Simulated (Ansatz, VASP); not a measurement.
**Two plane-wave programs on BaS**

File INCAR:

```
SYSTEM = BaS
PREC     = Accurate       ! precision mode
ENCUT    = 520            ! plane-wave cutoff, eV
EDIFF    = 1E-6           ! SCF threshold, eV
ISMEAR   = 0              ! smearing method
SIGMA    = 0.1            ! smearing width, eV
LREAL    = .FALSE.        ! projectors in reciprocal space
LASPH    = .TRUE.         ! aspherical terms in the spheres
NELM     = 80             ! most SCF steps
ALGO     = Normal         ! electronic algorithm
ISIF     = 2              ! what is computed and relaxed
LWAVE    = .FALSE.        ! write WAVECAR
LCHARG   = .FALSE.        ! write CHGCAR
GGA      = PE             ! functional
NBANDS   = 42             ! bands
```

KPOINTS

```
regular mesh
0
G
  4 2 2
  0 0 0
```

The input POSCAR:

```
BaS
1.0
   -5.3813150886      0.0000000000      0.0000000000
    0.0000000000      0.0000000000     -6.3841780166
    0.0000000000     -9.3207111450      0.0000000000
Ba S
4 4
Direct
    1.0000000000      0.5634482087      0.6666666667
    0.5000000000      0.5634482087      0.1666666667
    0.5000000000      0.0634482087      0.8333333333
    0.0000000000      0.0634482087      0.3333333333
    1.0000000000      0.0634168613      0.6666666667
    0.5000000000      0.0634168613      0.1666666667
    0.5000000000      0.5634168613      0.8333333333
    0.0000000000      0.5634168613      0.3333333333
```

Input for Ansatz:

```yaml
crystal:
  lattice:
    - [-5.3813150886, 0.0, 0.0]
    - [0.0, 0.0, -6.3841780166]
    - [0.0, -9.320711145, 0.0]
  atoms:
    - { symbol: Ba, position: [1.0, 0.5634482087, 0.6666666667] }
    - { symbol: Ba, position: [0.5, 0.5634482087, 0.1666666667] }
    - { symbol: Ba, position: [0.5, 0.0634482087, 0.8333333333] }
    - { symbol: Ba, position: [0.0, 0.0634482087, 0.3333333333] }
    - { symbol: S, position: [1.0, 0.0634168613, 0.6666666667] }
    - { symbol: S, position: [0.5, 0.0634168613, 0.1666666667] }
    - { symbol: S, position: [0.5, 0.5634168613, 0.8333333333] }
    - { symbol: S, position: [0.0, 0.5634168613, 0.3333333333] }
basis:
  ecutwfc: 420
kpoints:
  mp_grid: { grid: [4, 2, 2] }
hamiltonian:
  xc: pbe
scf:
  occupations: { method: gaussian, width: 0.1 }
  lower_state_search: "off"
output:
  forces: true
  stress: true
  eigenvalues: true
```

Alike in both runs: task single point; functional PBE; k mesh 4 × 2 × 2; occupations gaussian, width 0.1 eV; no spin polarisation.

|  | VASP | Ansatz |
| --- | --- | --- |
| version | VASP 6.6.1 | Ansatz 0.2.0 |
| potentials or method | VASP PAW PBE potentials, release 64 (Ba_sv, S), cutoff 520 eV | scalar-relativistic, plane waves, PAW |
| valence electrons in the cell | 64 | 64 |

|  | VASP | Ansatz | Ansatz less VASP |
| --- | --- | --- | --- |
| gap on the k mesh at the Fermi level (eV) | 2.50 | 2.59 | +0.091 |
| least direct gap on the mesh (eV) | 2.63 | 2.70 | +0.077 |
| pressure (GPa) | 0.7 | 0.2 | -0.47 |
| traceless stress, the component that is largest in VASP (GPa) | 0.61 | 0.49 | -0.117 |

The k mesh is coarse, so the values compare programs but aren't converged. Neither program's run includes spin-orbit coupling.
